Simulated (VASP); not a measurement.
# Be3Cd2Te (I4/mmm) in VASP: notebook

Be3Cd2Te is run at these levels: PBE; tasks: single point.

Everything below comes from runs of VASP 6.6.1. Logs are shortened: lines on timing, memory, paths and dates and some standing lists are left out, and cuts for length are marked.

## (1) The cell of the first run

Symmetry: I4/mmm, No. 139, tetragonal system. Conventional cell: a = 6.266 Å, b = 6.266 Å, c = 6.358 Å, α = 90.00°, β = 90.00°, γ = 90.00°. Be (site symmetry 4mm) has 1 Be at 1.33 Å and 1 Te at 1.85 Å within 1.9 Å. Within 1.8 Å of Be (site symmetry 4/mmm) lie 2 Be at 1.33 Å. Cd (site symmetry -4m2) has 8 Be at 3.14 to 3.51 Å and 2 Cd at 3.18 Å and 4 Te at 3.51 Å within 4.1 Å. Te (site symmetry 4/mmm) has 2 Be at 1.85 Å within 2.5 Å.

The cell was built from a structure type or drawn by symmetry, and may not be a known phase.

## (2) Single point, PBE

INCAR reads:

```
SYSTEM = Be3Cd2Te
  PREC = Accurate
  ENCUT = 600
  EDIFF = 1E-6
  ISMEAR = 0
  SIGMA = 0.1
  LREAL = .FALSE.
  LASPH = .TRUE.
  NELM = 120
  ALGO = Normal
  ISIF = 2
  LWAVE = .FALSE.
  LCHARG = .TRUE.
  GGA = PE
  LELF = .TRUE.
  LVHAR = .TRUE.
  NBANDS = 27
  GGA_COMPAT = .FALSE.
```

KPOINTS reads:

```
Automatic mesh
0
G
  4 4 4
  0 0 0
```

POSCAR reads:

```
Be3Cd2Te
1.0
   -3.1328117700      3.1328117700      3.1788299000
    3.1328117700     -3.1328117700      3.1788299000
    3.1328117700      3.1328117700     -3.1788299000
Be Cd Te
3 2 1
Direct
    0.7912720000      0.7912720000      0.0000000000
    0.2087280000      0.2087280000      0.0000000000
    0.0000000000      0.0000000000      0.0000000000
    0.7500000000      0.2500000000      0.5000000000
    0.2500000000      0.7500000000      0.5000000000
    0.5000000000      0.5000000000      0.0000000000
```

Potentials or basis: VASP PAW PBE potentials, release 64 (Be, Cd, Te).

The run is started by

```console
$ cat potpaw_PBE.64/Be/POTCAR potpaw_PBE.64/Cd/POTCAR potpaw_PBE.64/Te/POTCAR > POTCAR
$ mpirun -np 1 vasp_std > vasp.out
```

OUTCAR:

```text
SYSTEM = Be3Cd2Te
   PREC = Accurate
   ENCUT = 600
   EDIFF = 1E-6
   ISMEAR = 0
   LREAL = .FALSE.
   LASPH = .TRUE.
   NELM = 120
   ISIF = 2
   GGA = PE

 ion  position               nearest neighbor table
   1  0.791  0.791  0.000-   3 1.33   6 1.85
   2  0.209  0.209  0.000-   3 1.33   6 1.85
   3  0.000  0.000  0.000-   1 1.33   2 1.33
   4  0.750  0.250  0.500-   5 3.18   5 3.18   6 3.51   6 3.51   6 3.51   6 3.51
   5  0.250  0.750  0.500-   4 3.18   4 3.18   6 3.51   6 3.51   6 3.51   6 3.51
   6  0.500  0.500  0.000-   1 1.85   2 1.85   5 3.51   4 3.51   4 3.51   5 3.51   4 3.51   5 3.51
                             5 3.51   4 3.51

  LATTYP: Found a body centered tetragonal cell.
 ALAT       =     6.2656235400
 C/A-ratio  =     1.0146890823

  Lattice vectors:

 A1 = (  -3.1328117700,   3.1328117700,   3.1788299000)
 A2 = (   3.1328117700,  -3.1328117700,   3.1788299000)
 A3 = (   3.1328117700,   3.1328117700,  -3.1788299000)

Analysis of symmetry for initial positions (statically):
=====================================================================
 Subroutine PRICEL returns:
 Original cell was already a primitive cell.

 Routine SETGRP: Setting up the symmetry group for a
 body centered tetragonal supercell.

 Subroutine GETGRP returns: Found 16 space group operations
 (whereof 16 operations were pure point group operations)
 out of a pool of 16 trial point group operations.

The static configuration has the point symmetry D_4h.

Analysis of symmetry for dynamics (positions and initial velocities):
=====================================================================
 Subroutine PRICEL returns:
 Original cell was already a primitive cell.

 Routine SETGRP: Setting up the symmetry group for a
 body centered tetragonal supercell.

 Subroutine GETGRP returns: Found 16 space group operations
 (whereof 16 operations were pure point group operations)
 out of a pool of 16 trial point group operations.

The dynamic configuration has the point symmetry D_4h.

 Subroutine INISYM returns: Found 16 space group operations
 (whereof 16 operations are pure point group operations),
 and found     1 'primitive' translations

----------------------------------------------------------------------------------------

                                     Primitive cell

  volume of cell :     124.7946

  direct lattice vectors                    reciprocal lattice vectors
[... 87 lines left out ...]
   IBRION =     -1    ionic relax: 0-MD 1-quasi-New 2-CG
   NFREE  =      0    steps in history (QN), initial steepest desc. (CG)
   ISIF   =      2    stress and relaxation
   ISYM   =      2    0-nonsym 1-usesym 2-fastsym
   POTIM  = 0.5000    time-step for ionic-motion
   TEBEG  =    0.0;   TEEND  =   0.0 temperature during run
   PSTRESS=    0.0 pullay stress
   NELECT =      36.0000    total number of electrons
   NUPDOWN=      -1.0000    fix difference up-down
   EMIN   =  10.00;   EMAX   =-10.00  energy-range for DOS
   EFERMI =   0.00;   METHOD = LEGACY
   ISMEAR =     0;   SIGMA  =   0.10  broadening in eV -4-tet -1-fermi 0-gaus
   EFERMI_NEDOS =   21; number of points for ismear=-14 and -15
   IALGO  =     38    algorithm
   IMIX   =      4    mixing-type and parameters
     AMIX     =   0.40;   BMIX     =  1.00
     AMIX_MAG =   1.60;   BMIX_MAG =  1.00
  volume/ion in A,a.u.               =      20.80       140.36
  Fermi-wavevector in a.u.,A,eV,Ry     =   1.081709  2.044133 15.920095  1.170094
  Thomas-Fermi vector in A             =   2.217732
   LORBIT       =      0    0 simple, 1 ext, 2 COOP (PROOUT), +10 PAW based schemes
   GGA     = PE    functional components
   LHFCALC =     F    Hartree Fock is set to
   AEXX    =    0.0000 exact exchange contribution
   IVDW    =     0    specifies the selected vdW correction
   LEPSILON=     F    determine dielectric tensor
   LRPA    =     F    only Hartree local field effects (RPA)
 non-spin polarized calculation
 Gauss-broadening in eV      SIGMA  =   0.10
  energy-cutoff  :      600.00
  volume of cell :      124.79
 maximum number of plane-waves:      4180
 NGX is ok and might be reduce to    48
   NGX = 21   NGY = 21   NGZ = 21

 number of electron      36.0000003 magnetization

 Free energy of the ion-electron system (eV)
  ---------------------------------------------------
  ext. energy  EPLUGINS =         0.00000000
  ---------------------------------------------------
  free energy    TOTEN  =         0.20648166 eV

  energy without entropy =        0.22525539  energy(sigma->0) =        0.21586852

 E-fermi :   2.5377     XC(G=0):  -9.2267

 val. band max:        2.5245269991   @ k =  -0.2500   0.2500   0.0000
 cond. band min:       2.7327681945   @ k =   0.2500  -0.0000   0.0000
 fundamental gap:      0.2082411955
 Fermi energy:         2.5376788223

 k-point     1 :       0.0000    0.0000    0.0000
  band No.  band energies     occupation
      1      -9.6941      2.00000
      2      -6.0702      2.00000
      3      -5.8409      2.00000
      4      -5.8409      2.00000
      5      -5.7226      2.00000
      6      -5.6542      2.00000
[... 379 lines left out ...]
     26       9.7442      0.00000
     27      10.2995      0.00000

------------------------ aborting loop because EDIFF is reached ----------------------------------------

  FORCE on cell =-STRESS in cart. coord.  units (eV):
  Direction    XX          YY          ZZ          XY          YZ          ZX
  --------------------------------------------------------------------------------------
  -------------------------------------------------------------------------------------
  Total       -4.8793403     -4.8793403     74.2793650      0.0000000     -0.0000000      0.0000000
  in kB      -62.6434706    -62.6434706    953.6365334      0.0000000     -0.0000000      0.0000000
  external PRESSURE =     276.1165307 kB  Pullay stress =       0.0000000 kB

 VOLUME and BASIS-vectors are now :
 -----------------------------------------------------------------------------
  energy-cutoff  :      600.00
  volume of cell :      124.79
      direct lattice vectors                 reciprocal lattice vectors
    -3.132811770  3.132811770  3.178829900     0.000000000  0.159601035  0.157290580
     3.132811770 -3.132811770  3.178829900     0.159601035  0.000000000  0.157290580
     3.132811770  3.132811770 -3.178829900     0.159601035  0.159601035  0.000000000

 POSITION                                       TOTAL-FORCE (eV/Angst)
 -----------------------------------------------------------------------------------
      0.00000      0.00000      5.03064         0.000000      0.000000     -9.458294
      0.00000      0.00000      1.32702         0.000000      0.000000      9.458294
      0.00000      0.00000      0.00000        -0.000000     -0.000000     -0.000000
      0.00000      3.13281      1.58941        -0.000000     -0.000000     -0.000000
      3.13281      0.00000      1.58941        -0.000000     -0.000000     -0.000000
      0.00000      0.00000      3.17883        -0.000000     -0.000000     -0.000000
 -----------------------------------------------------------------------------------
    total drift:                                0.000000     -0.000000      0.000000

  FREE ENERGIE OF THE ION-ELECTRON SYSTEM (eV)
  ---------------------------------------------------
  free  energy   TOTEN  =         0.2064816581 eV

  energy  without entropy=        0.2252553872  energy(sigma->0) =        0.21586852
```

stdout:

```text
POSCAR found type information on POSCAR BeCdTe
 POSCAR found :  3 types and       6 ions
 scaLAPACK will be used
 LDA part: xc-table for (Slater+PW92), standard interpolation
 POSCAR, INCAR and KPOINTS ok, starting setup
 FFT: planning ... GRIDC
 FFT: planning ... GRID_SOFT
 FFT: planning ... GRID
 WAVECAR not read
 entering main loop
```

Wall time 1.9 min (1 thread of Intel Xeon 8259CL, shared host); peak memory 0.34 GiB.

Results:

- Free energy: 0.2065 eV
- Pressure: 27.6 GPa
- Largest force: 9.458 eV/Å
- Band gap on the k mesh: zero (bands 18 and 19 overlap by 2.28 eV)

Forces on the atoms (eV/Å):
```
Be   0.000  0.000 -9.458
Be   0.000  0.000  9.458
Be   0.000  0.000  0.000
Cd   0.000  0.000  0.000
Cd   0.000  0.000  0.000
Te   0.000  0.000  0.000
```

Caveat: atoms lie so close that the PAW spheres overlap strongly, which falsifies energies and pressures; the cell stands under pressure; spin-orbit coupling is left out, which moves the levels of the heavy elements; forces of over 1 eV/Å act on the atoms, so gaps and moduli don't describe the material at rest.

## (3) Single point, PBE

This run uses another cell than the first one, of 20.70 Å³/atom.

INCAR reads:

```
SYSTEM = Be3Cd2Te
PREC = Accurate
ENCUT = 600
EDIFF = 1E-6
ISMEAR = 0
SIGMA = 0.1
LREAL = .FALSE.
LASPH = .TRUE.
NELM = 120
ALGO = Normal
ISIF = 2
LWAVE = .FALSE.
LCHARG = .TRUE.
GGA = PE
LELF = .TRUE.
LVHAR = .TRUE.
NBANDS = 27
GGA_COMPAT = .FALSE.
```

KPOINTS is that of step 2.

POSCAR reads:

```
Be3Cd2Te
1.0
   -2.6350308652      2.6350308652      4.4715822321
    2.6350308652     -2.6350308652      4.4715822321
    2.6350308652      2.6350308652     -4.4715822321
Be Cd Te
3 2 1
Direct
    0.7631625318      0.7631625318      0.0000000000
    0.2368374682      0.2368374682      0.0000000000
    0.0000000000      0.0000000000      0.0000000000
    0.7500000000      0.2500000000      0.5000000000
    0.2500000000      0.7500000000      0.5000000000
    0.5000000000      0.5000000000      0.0000000000
```

Potentials or basis: VASP PAW PBE potentials, release 64 (Be, Cd, Te).

The run is started by

```console
$ cat potpaw_PBE.64/Be/POTCAR potpaw_PBE.64/Cd/POTCAR potpaw_PBE.64/Te/POTCAR > POTCAR
$ mpirun -np 1 vasp_std > vasp.out
```

Run time: 2.5 min. Hardware: 1 thread of Intel Xeon 8259CL, shared host; peak memory 0.34 GiB.

Results (log left out):

* Free energy: -12.0270 eV
* Pressure: 0.1 GPa
* Largest force: 0.011 eV/Å
* Band gap on the k mesh: zero (bands 18 and 19 overlap by 1.56 eV)

Forces in eV/Å, atoms in the order of the input:
```
Be   0.000  0.000  0.011
Be   0.000  0.000 -0.011
Be   0.000  0.000  0.000
Cd   0.000  0.000  0.000
Cd   0.000  0.000  0.000
Te   0.000  0.000  0.000
```

Levels at points of the mesh, in eV from the Fermi level:
| k point | band 15 | band 16 | band 17 | band 18 | band 19 | band 20 | band 21 | band 22 |
| --- | --- | --- | --- | --- | --- | --- | --- | --- |
| (0.00, 0.00, 0.00) | -2.02 | -1.47 | -1.47 | -1.37 | -0.24 | -0.23 | 1.08 | 1.08 |
| (0.50, 0.00, 0.00) | -2.50 | -1.46 | -0.92 | -0.68 | 0.01 | 1.63 | 1.99 | 2.69 |
| (0.50, 0.50, 0.00) | -3.54 | -3.21 | -1.53 | 0.73 | 0.85 | 2.07 | 3.40 | 4.13 |
| (0.50, 0.50, 0.50) | -3.35 | -1.83 | -1.27 | 1.23 | 1.23 | 2.07 | 2.07 | 2.85 |

Caveat: spin-orbit coupling is left out, which moves the levels of the heavy elements.

## (4) Single point, PBE

This run uses another cell than the first one, of 20.57 Å³/atom.

INCAR reads:

```
PREC = Accurate
ENCUT = 600
EDIFF = 1E-6
ISMEAR = 0
SIGMA = 0.1
LREAL = False
LASPH = True
NELM = 120
ALGO = Normal
ISIF = 2
LWAVE = False
LCHARG = False
GGA = PE
NBANDS = 27
GGA_COMPAT = False
```

KPOINTS reads:

```
regular mesh
0
Gamma
  6 6 6
```

POSCAR reads:

```
Be3Cd2Te
1.0
   -2.6310465046      2.6310465046      4.4570698557
    2.6310465046     -2.6310465046      4.4570698557
    2.6310465046      2.6310465046     -4.4570698557
Be Cd Te
3 2 1
Direct
    0.7623166051      0.7623166051      0.0000000000
    0.2376833949      0.2376833949      0.0000000000
    0.0000000000      0.0000000000      0.0000000000
    0.7500000000      0.2500000000      0.5000000000
    0.2500000000      0.7500000000      0.5000000000
    0.5000000000      0.5000000000      0.0000000000
```

The run is started by

```console
$ cat potpaw_PBE.64/Be/POTCAR potpaw_PBE.64/Cd/POTCAR potpaw_PBE.64/Te/POTCAR > POTCAR
$ mpirun -np 1 vasp_std > vasp.out
```

Run time: 4.1 min. Hardware: 1 thread of Intel Xeon 8259CL, shared host; peak memory 0.4 GiB.

The run converged. Its results:

```yaml
Free_energy: -12.0463 eV
Pressure: 0.2 GPa
Largest_force: 0.020 eV/Å
Band_gap_on_the_k_mesh: zero (bands 18 and 19 overlap by 1.92 eV)
```

Forces on the atoms (eV/Å):
```
Be   0.000  0.000  0.020
Be   0.000  0.000 -0.020
Be   0.000  0.000  0.000
Cd   0.000  0.000  0.000
Cd   0.000  0.000  0.000
Te   0.000  0.000  0.000
```

Levels at points of the mesh, in eV from the Fermi level:
```tsv
k point	band 15	band 16	band 17	band 18	band 19	band 20	band 21	band 22
(0.00, 0.00, 0.00)	-2.12	-1.60	-1.60	-1.49	-0.32	-0.32	0.96	0.96
(0.50, 0.00, 0.00)	-2.61	-1.57	-1.04	-0.80	-0.07	1.55	1.89	2.63
(0.50, 0.50, 0.00)	-3.66	-3.32	-1.66	0.67	0.79	1.96	3.32	4.02
(0.50, 0.50, 0.50)	-3.47	-1.96	-1.37	1.16	1.16	1.95	1.95	2.81
```

Caveat: spin-orbit coupling is left out, which moves the levels of the heavy elements.

## (5) Summary

```csv
cell,k mesh,gap on the mesh (eV),pressure (GPa),largest force (eV/Å)
"a = 5.453 Å, angles 109.9, 109.9, 108.7°, 6 atoms, atomic positions A",4 × 4 × 4,none,27.6,9.46
"a = 5.821 Å, angles 126.2, 126.2, 79.6°, 6 atoms, atomic positions B",4 × 4 × 4,none,0.1,0.01
"a = 5.806 Å, angles 126.1, 126.1, 79.7°, 6 atoms, atomic positions B",6 × 6 × 6,none,0.2,0.02
```

Alike in all rows: task single point; level PBE; potentials or basis VASP PAW PBE potentials, release 64 (Be, Cd, Te); no spin polarisation; cutoff (eV) 600; smearing gaussian 0.1 eV.

Caveats: spin-orbit coupling is left out, which moves the levels of the heavy elements; atoms lie so close that the PAW spheres overlap strongly, which falsifies energies and pressures (at least some runs); the cell stands under pressure (at least some runs); forces of over 1 eV/Å act on the atoms, so gaps and moduli don't describe the material at rest (at least some runs).

Total energies depend on the potentials used, so only differences within one code and one set of settings carry meaning.
